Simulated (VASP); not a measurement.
# InSb3 (Fm-3m) in VASP: notebook

Runs on InSb3. Level: PBEsol. Tasks: single point.

Everything below comes from runs of VASP 6.6.1. Logs are shortened: lines on timing, memory, paths and dates and some standing lists are left out, and cuts for length are marked.

### 1 The cell of the first run

Symmetry: Fm-3m, No. 225, cubic system. The conventional cell has a = 7.284 Å, b = 7.284 Å, c = 7.284 Å, α = 90.00°, β = 90.00°, γ = 90.00°. In (site symmetry m-3m) has 14 Sb at 3.15 to 3.64 Å within 4.2 Å. Sb (site symmetry m-3m) has 8 Sb at 3.15 Å and 6 In at 3.64 Å within 4.2 Å. Within 4.2 Å of Sb (site symmetry -43m) lie 4 In at 3.15 Å and 10 Sb at 3.15 to 3.64 Å.

### 2 Single point, PBEsol

The input, INCAR:

```
ALGO = Normal
EDIFF = 1E-6
ENCUT = 500
GGA = PS
GGA_COMPAT = False
ISIF = 2
ISMEAR = 0
LASPH = True
LCHARG = False
LREAL = False
LWAVE = False
NBANDS = 22
NELM = 120
PREC = Accurate
SIGMA = 0.01
```

The input, KPOINTS:

```
k-points
0
Gamma
  5 5 5
```

The input, POSCAR:

```
InSb3
1.0
    0.0000000000      3.6418984949      3.6418984949
    3.6418984949      0.0000000000      3.6418984949
    3.6418984949      3.6418984949      0.0000000000
In Sb
1 3
Direct
    0.0000000000      0.0000000000      0.0000000000
    0.5000000000      0.5000000000      0.5000000000
    0.2500000000      0.2500000000      0.2500000000
    0.7500000000      0.7500000000      0.7500000000
```

Potentials or basis: VASP PAW PBE potentials, release 64 (In_d, Sb).

The run is started by

```bash
cat potpaw_PBE.64/In_d/POTCAR potpaw_PBE.64/Sb/POTCAR > POTCAR
mpirun -np 1 vasp_std > vasp.out
```

OUTCAR:

```text
EDIFF = 1E-6
   ENCUT = 500
   GGA = PS
   ISIF = 2
   ISMEAR = 0
   LASPH = True
   LREAL = False
   NELM = 120
   PREC = Accurate

 ion  position               nearest neighbor table
   1  0.000  0.000  0.000-   4 3.15   4 3.15   4 3.15   3 3.15   4 3.15   3 3.15   3 3.15   3 3.15
                             2 3.64   2 3.64   2 3.64   2 3.64   2 3.64   2 3.64
   2  0.500  0.500  0.500-   3 3.15   3 3.15   3 3.15   3 3.15   4 3.15   4 3.15   4 3.15   4 3.15
                             1 3.64   1 3.64   1 3.64   1 3.64   1 3.64   1 3.64
   3  0.250  0.250  0.250-   1 3.15   1 3.15   1 3.15   1 3.15   2 3.15   2 3.15   2 3.15   2 3.15
                             4 3.64   4 3.64   4 3.64   4 3.64   4 3.64   4 3.64
   4  0.750  0.750  0.750-   2 3.15   2 3.15   2 3.15   1 3.15   2 3.15   1 3.15   1 3.15   1 3.15
                             3 3.64   3 3.64   3 3.64   3 3.64   3 3.64   3 3.64

  LATTYP: Found a face centered cubic cell.
 ALAT       =     7.2837969898

  Lattice vectors:

 A1 = (   0.0000000000,   3.6418984949,   3.6418984949)
 A2 = (   3.6418984949,   0.0000000000,   3.6418984949)
 A3 = (   3.6418984949,   3.6418984949,   0.0000000000)

Analysis of symmetry for initial positions (statically):
=====================================================================
 Subroutine PRICEL returns:
 Original cell was already a primitive cell.

 Routine SETGRP: Setting up the symmetry group for a
 face centered cubic supercell.

 Subroutine GETGRP returns: Found 48 space group operations
 (whereof 48 operations were pure point group operations)
 out of a pool of 48 trial point group operations.

The static configuration has the point symmetry O_h .

Analysis of symmetry for dynamics (positions and initial velocities):
=====================================================================
 Subroutine PRICEL returns:
 Original cell was already a primitive cell.

 Routine SETGRP: Setting up the symmetry group for a
 face centered cubic supercell.

 Subroutine GETGRP returns: Found 48 space group operations
 (whereof 48 operations were pure point group operations)
 out of a pool of 48 trial point group operations.

The dynamic configuration has the point symmetry O_h .

 Subroutine INISYM returns: Found 48 space group operations
 (whereof 48 operations are pure point group operations),
 and found     1 'primitive' translations

[... 81 lines left out ...]
   ENCUT  =  500.0 eV  36.75 Ry    6.06 a.u.   9.39  9.39  9.39*2*pi/ulx,y,z
   NELM   =    120;   NELMIN=  2; NELMDL= -5     # of ELM steps
   EDIFF  = 0.1E-05   stopping-criterion for ELM
   LREAL  =      F    real-space projection
   EDIFFG = 0.1E-04   stopping-criterion for IOM
   NSW    =      0    number of steps for IOM
   IBRION =     -1    ionic relax: 0-MD 1-quasi-New 2-CG
   NFREE  =      0    steps in history (QN), initial steepest desc. (CG)
   ISIF   =      2    stress and relaxation
   ISYM   =      2    0-nonsym 1-usesym 2-fastsym
   POTIM  = 0.5000    time-step for ionic-motion
   TEBEG  =    0.0;   TEEND  =   0.0 temperature during run
   PSTRESS=    0.0 pullay stress
   NELECT =      28.0000    total number of electrons
   NUPDOWN=      -1.0000    fix difference up-down
   EMIN   =  10.00;   EMAX   =-10.00  energy-range for DOS
   EFERMI =   0.00;   METHOD = LEGACY
   ISMEAR =     0;   SIGMA  =   0.01  broadening in eV -4-tet -1-fermi 0-gaus
   EFERMI_NEDOS =   21; number of points for ismear=-14 and -15
   IALGO  =     38    algorithm
   IMIX   =      4    mixing-type and parameters
     AMIX     =   0.40;   BMIX     =  1.00
     AMIX_MAG =   1.60;   BMIX_MAG =  1.00
  volume/ion in A,a.u.               =      24.15       162.99
  Fermi-wavevector in a.u.,A,eV,Ry     =   1.083402  2.047333 15.969976  1.173760
  Thomas-Fermi vector in A             =   2.219467
   LORBIT       =      0    0 simple, 1 ext, 2 COOP (PROOUT), +10 PAW based schemes
   GGA     = PS    functional components
   LHFCALC =     F    Hartree Fock is set to
   AEXX    =    0.0000 exact exchange contribution
   IVDW    =     0    specifies the selected vdW correction
   LEPSILON=     F    determine dielectric tensor
   LRPA    =     F    only Hartree local field effects (RPA)
 non-spin polarized calculation
 Gauss-broadening in eV      SIGMA  =   0.01
  energy-cutoff  :      500.00
  volume of cell :       96.61
 maximum number of plane-waves:      2481
 NGX is ok and might be reduce to    40
   NGX = 19   NGY = 19   NGZ = 19

 number of electron      27.9999998 magnetization

 Free energy of the ion-electron system (eV)
  ---------------------------------------------------
  ext. energy  EPLUGINS =         0.00000000
  ---------------------------------------------------
  free energy    TOTEN  =       -16.13533561 eV

  energy without entropy =      -16.13484197  energy(sigma->0) =      -16.13508879

 E-fermi :   9.2808     XC(G=0): -10.8072

 val. band max:        8.8832548067   @ k =  -0.2000   0.2000   0.0000
 cond. band min:       9.2838219586   @ k =  -0.4000   0.4000   0.0000
 fundamental gap:      0.4005671518
 Fermi energy:         9.2807762566

 k-point     1 :       0.0000    0.0000    0.0000
  band No.  band energies     occupation
      1      -5.0325      2.00000
      2      -5.0325      2.00000
      3      -5.0325      2.00000
      4      -4.9821      2.00000
      5      -4.9821      2.00000
      6      -3.7714      2.00000
[... 239 lines left out ...]
     21      14.7221      0.00000
     22      16.7080      0.00000

------------------------ aborting loop because EDIFF is reached ----------------------------------------

  FORCE on cell =-STRESS in cart. coord.  units (eV):
  Direction    XX          YY          ZZ          XY          YZ          ZX
  --------------------------------------------------------------------------------------
  -------------------------------------------------------------------------------------
  Total        3.0384402      3.0384402      3.0384402      0.0000000      0.0000000     -0.0000000
  in kB       50.3903962     50.3903962     50.3903962      0.0000000      0.0000000     -0.0000000
  external PRESSURE =      50.3903962 kB  Pullay stress =       0.0000000 kB

 VOLUME and BASIS-vectors are now :
 -----------------------------------------------------------------------------
  energy-cutoff  :      500.00
  volume of cell :       96.61
      direct lattice vectors                 reciprocal lattice vectors
     0.000000000  3.641898495  3.641898495    -0.137291031  0.137291031  0.137291031
     3.641898495  0.000000000  3.641898495     0.137291031 -0.137291031  0.137291031
     3.641898495  3.641898495  0.000000000     0.137291031  0.137291031 -0.137291031

 POSITION                                       TOTAL-FORCE (eV/Angst)
 -----------------------------------------------------------------------------------
      0.00000      0.00000      0.00000         0.000000      0.000000     -0.000000
      3.64190      3.64190      3.64190         0.000000      0.000000     -0.000000
      1.82095      1.82095      1.82095         0.000000     -0.000000      0.000000
      5.46285      5.46285      5.46285        -0.000000      0.000000     -0.000000
 -----------------------------------------------------------------------------------
    total drift:                               -0.000000      0.000000      0.000000

  FREE ENERGIE OF THE ION-ELECTRON SYSTEM (eV)
  ---------------------------------------------------
  free  energy   TOTEN  =       -16.1353356108 eV

  energy  without entropy=      -16.1348419714  energy(sigma->0) =      -16.13508879
```

stdout:

```text
POSCAR found type information on POSCAR InSb
 POSCAR found :  2 types and       4 ions
 scaLAPACK will be used
 -----------------------------------------------------------------------------
|                                                                             |
|                                                                             |
|     You enforced a specific xc type in the INCAR file but a different       |
|     I HOPE YOU KNOW WHAT YOU ARE DOING!                                     |
|                                                                             |
 -----------------------------------------------------------------------------

 LDA part: xc-table for (Slater+PW92), standard interpolation
 POSCAR, INCAR and KPOINTS ok, starting setup
 FFT: planning ... GRIDC
 FFT: planning ... GRID_SOFT
 FFT: planning ... GRID
 WAVECAR not read
 entering main loop
```

Wall time 20 s (1 thread of Intel Xeon Platinum 8559C (Emerald Rapids), shared host); peak memory 0.24 GiB.

Results:

* Free energy: -16.1353 eV
* Pressure: 5.0 GPa
* Band gap on the k mesh: zero (bands 14 and 15 overlap by 2.23 eV)

Caveat: the cell stands under pressure; the PAW data sets were made with another functional, which shifts forces and pressure a little; spin-orbit coupling is left out, which moves the levels of the heavy elements.

### 3 Single point, PBEsol

This run uses another cell than the first one, of 25.79 Å³/atom.

The input, INCAR:

```
SYSTEM = InSb3
PREC = Accurate ; ENCUT = 500
EDIFF = 1E-6 ; ISMEAR = 0
SIGMA = 0.01 ; LREAL = .FALSE.
LASPH = .TRUE. ; NELM = 120
ALGO = Normal ; ISIF = 2
LWAVE = .FALSE. ; LCHARG = .FALSE.
GGA = PS ; NBANDS = 22
GGA_COMPAT = .FALSE.
```

The input, KPOINTS:

```
regular mesh
0
G
  5 5 5
  0 0 0
```

The input, POSCAR:

```
InSb3
1.0
    0.0000000000      3.7222482167      3.7222482167
    3.7222482167      0.0000000000      3.7222482167
    3.7222482167      3.7222482167      0.0000000000
In Sb
1 3
Direct
    0.0000000000      0.0000000000      0.0000000000
    0.5000000000      0.5000000000      0.5000000000
    0.2500000000      0.2500000000      0.2500000000
    0.7500000000      0.7500000000      0.7500000000
```

Potentials or basis: VASP PAW PBE potentials, release 64 (In_d, Sb).

The run is started by

```bash
cat potpaw_PBE.64/In_d/POTCAR potpaw_PBE.64/Sb/POTCAR > POTCAR
mpirun -np 1 vasp_std > vasp.out
```

OUTCAR:

```text
SYSTEM = InSb3
   PREC = Accurate
   ENCUT = 500
   EDIFF = 1E-6
   ISMEAR = 0
   LREAL = .FALSE.
   LASPH = .TRUE.
   NELM = 120
   ISIF = 2
   GGA = PS

 ion  position               nearest neighbor table
   1  0.000  0.000  0.000-   4 3.22   4 3.22   4 3.22   3 3.22   3 3.22   3 3.22   4 3.22   3 3.22
                             2 3.72   2 3.72   2 3.72   2 3.72   2 3.72   2 3.72
   2  0.500  0.500  0.500-   3 3.22   3 3.22   3 3.22   4 3.22   4 3.22   4 3.22   4 3.22   3 3.22
                             1 3.72   1 3.72   1 3.72   1 3.72   1 3.72   1 3.72
   3  0.250  0.250  0.250-   1 3.22   1 3.22   1 3.22   2 3.22   2 3.22   2 3.22   2 3.22   1 3.22
                             4 3.72   4 3.72   4 3.72   4 3.72   4 3.72   4 3.72
   4  0.750  0.750  0.750-   2 3.22   2 3.22   2 3.22   1 3.22   1 3.22   1 3.22   2 3.22   1 3.22
                             3 3.72   3 3.72   3 3.72   3 3.72   3 3.72   3 3.72

  LATTYP: Found a face centered cubic cell.
 ALAT       =     7.4444964334

  Lattice vectors:

 A1 = (   0.0000000000,   3.7222482167,   3.7222482167)
 A2 = (   3.7222482167,   0.0000000000,   3.7222482167)
 A3 = (   3.7222482167,   3.7222482167,   0.0000000000)

Analysis of symmetry for initial positions (statically):
=====================================================================
[... 166 lines left out ...]
 fundamental gap:      0.2394239901
 Fermi energy:         8.3060760933

 k-point     1 :       0.0000    0.0000    0.0000
  band No.  band energies     occupation
      1      -5.8329      2.00000
      2      -5.8329      2.00000
      3      -5.8329      2.00000
      4      -5.7932      2.00000
      5      -5.7932      2.00000
      6      -4.1327      2.00000
[... 239 lines left out ...]
     21      13.6032      0.00000
     22      15.6436      0.00000

------------------------ aborting loop because EDIFF is reached ----------------------------------------

  FORCE on cell =-STRESS in cart. coord.  units (eV):
  Direction    XX          YY          ZZ          XY          YZ          ZX
  --------------------------------------------------------------------------------------
  -------------------------------------------------------------------------------------
  Total       -0.0077838     -0.0077838     -0.0077838     -0.0000000      0.0000000      0.0000000
  in kB       -0.1209089     -0.1209089     -0.1209089     -0.0000000      0.0000000      0.0000000
  external PRESSURE =      -0.1209089 kB  Pullay stress =       0.0000000 kB

 VOLUME and BASIS-vectors are now :
 -----------------------------------------------------------------------------
  energy-cutoff  :      500.00
  volume of cell :      103.14
      direct lattice vectors                 reciprocal lattice vectors
     0.000000000  3.722248217  3.722248217    -0.134327420  0.134327420  0.134327420
     3.722248217  0.000000000  3.722248217     0.134327420 -0.134327420  0.134327420
     3.722248217  3.722248217  0.000000000     0.134327420  0.134327420 -0.134327420

 POSITION                                       TOTAL-FORCE (eV/Angst)
 -----------------------------------------------------------------------------------
      0.00000      0.00000      0.00000        -0.000000     -0.000000     -0.000000
      3.72225      3.72225      3.72225        -0.000000     -0.000000     -0.000000
      1.86112      1.86112      1.86112        -0.000000     -0.000000     -0.000000
      5.58337      5.58337      5.58337         0.000000      0.000000      0.000000
 -----------------------------------------------------------------------------------
    total drift:                               -0.000000      0.000000      0.000000

  FREE ENERGIE OF THE ION-ELECTRON SYSTEM (eV)
  ---------------------------------------------------
  free  energy   TOTEN  =       -16.2326600365 eV

  energy  without entropy=      -16.2321663970  energy(sigma->0) =      -16.23241322
```

OSZICAR:

```text
N       E                     dE             d eps       ncg     rms          rms(c)
DAV:   1     0.195061807354E+03    0.19506E+03   -0.10941E+04   440   0.116E+03
DAV:   2     0.674792876559E+00   -0.19439E+03   -0.18669E+03   496   0.297E+02
DAV:   3    -0.157297452509E+02   -0.16405E+02   -0.15707E+02   556   0.874E+01
DAV:   4    -0.162636045790E+02   -0.53386E+00   -0.53329E+00   482   0.165E+01
DAV:   5    -0.162913917888E+02   -0.27787E-01   -0.27786E-01   670   0.392E+00    0.394E+00
DAV:   6    -0.162462021126E+02    0.45190E-01   -0.70552E-02   572   0.348E+00    0.216E+00
DAV:   7    -0.162333943322E+02    0.12808E-01   -0.34701E-02   614   0.187E+00    0.290E-01
DAV:   8    -0.162326589313E+02    0.73540E-03   -0.27718E-03   538   0.598E-01    0.808E-02
DAV:   9    -0.162326608192E+02   -0.18878E-05   -0.23090E-04   524   0.107E-01    0.306E-02
DAV:  10    -0.162326593269E+02    0.14922E-05   -0.14101E-05   578   0.253E-02    0.903E-03
DAV:  11    -0.162326600365E+02   -0.70954E-06   -0.10698E-06   280   0.102E-02
   1 F= -.16232660E+02 E0= -.16232413E+02  d E =-.493639E-03
```

stdout:

```text
POSCAR found type information on POSCAR InSb
 POSCAR found :  2 types and       4 ions
 scaLAPACK will be used
 -----------------------------------------------------------------------------
|                                                                             |
|                                                                             |
|     You enforced a specific xc type in the INCAR file but a different       |
|     I HOPE YOU KNOW WHAT YOU ARE DOING!                                     |
|                                                                             |
 -----------------------------------------------------------------------------

 LDA part: xc-table for (Slater+PW92), standard interpolation
 POSCAR, INCAR and KPOINTS ok, starting setup
 FFT: planning ... GRIDC
 FFT: planning ... GRID_SOFT
 FFT: planning ... GRID
 WAVECAR not read
 entering main loop
```

Run time: 16 s. Hardware: 1 thread of Intel Xeon Platinum 8559C (Emerald Rapids), shared host; peak memory 0.24 GiB.

What came out:

```yaml
Free_energy: -16.2327 eV
Pressure: 0.0 GPa
Band_gap_on_the_k_mesh: zero (bands 14 and 15 overlap by 2.47 eV)
```

Levels at points of the mesh, in eV from the Fermi level:
| k point | band 12 | band 13 | band 14 | band 15 | band 16 | band 17 |
| --- | --- | --- | --- | --- | --- | --- |
| (0.00, 0.00, 0.00) | -2.32 | -2.32 | -2.32 | -1.84 | -0.54 | -0.54 |

Caveat: the PAW data sets were made with another functional, which shifts forces and pressure a little; spin-orbit coupling is left out, which moves the levels of the heavy elements.

The gap in the log of VASP goes by the Fermi energy; the results here count the filled bands.